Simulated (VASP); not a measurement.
A run of VASP 6.6.1:

INCAR

```
  ALGO = Normal
  EDIFF = 1E-6
  EDIFFG = -0.08
  ENCUT = 600
  GGA = PE
  IBRION = 2
  ISIF = 3
  ISMEAR = 0
  LASPH = T
  LCHARG = F
  LREAL = F
  LWAVE = F
  NELM = 60
  NSW = 36
  PREC = Accurate
  SIGMA = 0.2
```

The input KPOINTS:

```
k-points
0
Gamma
  4 4 4
```

POSCAR

```
YRu2Rh4
1.0
   -3.0847055400      3.0847055400      2.4749369100
    3.0847055400     -3.0847055400      2.4749369100
    3.0847055400      3.0847055400     -2.4749369100
Y Ru Rh
1 2 4
Direct
    0.0000000000      0.0000000000      0.0000000000
    0.7500000000      0.2500000000      0.5000000000
    0.2500000000      0.7500000000      0.5000000000
    0.3030583900      0.3030583900      0.6061167700
    0.6969416100      0.6969416100      0.3938832300
    0.3030583900      0.6969416100      0.0000000000
    0.6969416100      0.3030583900      0.0000000000
```

Potentials or basis: VASP PAW PBE potentials, release 64 (Y_sv, Ru_pv, Rh_pv).

Command:

```sh
$ cat potpaw_PBE.64/Y_sv/POTCAR potpaw_PBE.64/Ru_pv/POTCAR potpaw_PBE.64/Rh_pv/POTCAR > POTCAR
$ mpirun -np 1 vasp_std > vasp.out
```

Hardware: 1 thread of Oxide Virtual Turin-like Processor (shared host).

Estimate the wall time of this run.

It took 15 min on 1 thread of Oxide Virtual Turin-like Processor, on a shared host, peak memory 0.27 GiB. Counts: scf iterations 96, k points 13, ion steps 8.
